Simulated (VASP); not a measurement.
A run of VASP 6.6.1:

The input INCAR:

```
PREC     = Accurate       # precision mode
ENCUT    = 520            # plane-wave cutoff, eV
EDIFF    = 1E-6           # SCF threshold, eV
ISMEAR   = 0              # smearing method
SIGMA    = 0.02           # smearing width, eV
LREAL    = F              # projectors in reciprocal space
LASPH    = T              # aspherical terms in the spheres
NELM     = 100            # most SCF steps
ALGO     = Normal         # electronic algorithm
ISIF     = 2              # what is computed and relaxed
LWAVE    = F              # write WAVECAR
LCHARG   = F              # write CHGCAR
GGA      = PE             # functional
NBANDS   = 46             # bands
```

Contents of KPOINTS:

```
regular mesh
0
Gamma
  12 12 2
```

Contents of POSCAR:

```
Si2GeC3
1.0
    3.1435852450      0.0000000000      0.0000000000
   -1.5717926225      2.7224246811      0.0000000000
    0.0000000000      0.0000000000     15.5078845661
Si Ge C
4 2 6
Direct
    0.3333333333      0.6666666667      0.3333234075
    0.3333333333      0.6666666667      0.6703654596
    0.6666666667      0.3333333333      0.1703654596
    0.6666666667      0.3333333333      0.8333234075
    0.3333333333      0.6666666667      0.0013120180
    0.6666666667      0.3333333333      0.5013120180
    0.3333333333      0.6666666667      0.1309692951
    0.3333333333      0.6666666667      0.4555673006
    0.3333333333      0.6666666667      0.7934625092
    0.6666666667      0.3333333333      0.2934625092
    0.6666666667      0.3333333333      0.6309692951
    0.6666666667      0.3333333333      0.9555673006
```

Potentials or basis: VASP PAW PBE potentials, release 64 (Si, Ge_d, C).

The run is started by

```sh
$ cat potpaw_PBE.64/Si/POTCAR potpaw_PBE.64/Ge_d/POTCAR potpaw_PBE.64/C/POTCAR > POTCAR
$ mpirun -np 1 vasp_std > vasp.out
```

Hardware: 1 thread of Intel(R) Xeon(R) 6975P-C (Granite Rapids), on a shared host.

Q: Estimate the wall time of this run.

A: It took 2.1 min on 1 thread of Intel(R) Xeon(R) 6975P-C (Granite Rapids), on a shared host, peak memory 0.34 GiB. Counts: scf iterations 14, k points 38.
